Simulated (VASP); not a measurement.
BP, 2 atoms in the cell. Symmetry: F-43m, No. 216, cubic system. The conventional cell has a = 4.538 Å, b = 4.538 Å, c = 4.538 Å, α = 90.00°, β = 90.00°, γ = 90.00°. B (site symmetry -43m) has 4 P at 1.97 Å within 2.6 Å. Within 2.6 Å of P (site symmetry -43m) lie 4 B at 1.97 Å. 

| Quantity | Value |
| --- | --- |
| Program | VASP 6.6.1 |
| Task | single point |
| Functional | PBE |
| Potentials or basis | VASP PAW PBE potentials, release 64 (B, P) |
| Cutoff | 520 eV |
| k mesh | 8 × 8 × 8 |
| Occupations | gaussian, width 0.01 eV |
| Spin | no spin polarisation |
| Dipole correction | no |
| Further INCAR settings | ALGO = Normal; EDIFF = 1e-06; NBANDS = 11 |

Potentials or basis: VASP PAW PBE potentials, release 64 (B, P).

Command:

```sh
$ cat potpaw_PBE.64/B/POTCAR potpaw_PBE.64/P/POTCAR > POTCAR
$ mpirun -np 1 vasp_std > vasp.out
```

Hardware: 1 thread of Intel(R) Xeon(R) 6975P-C (Granite Rapids), with other jobs on the host.

How long does it take, and how much memory?

Wall time 2.6 s on 1 thread of Intel(R) Xeon(R) 6975P-C (Granite Rapids), with other jobs on the host, peak memory 0.13 GiB. Counts: scf iterations 12, k points 29.
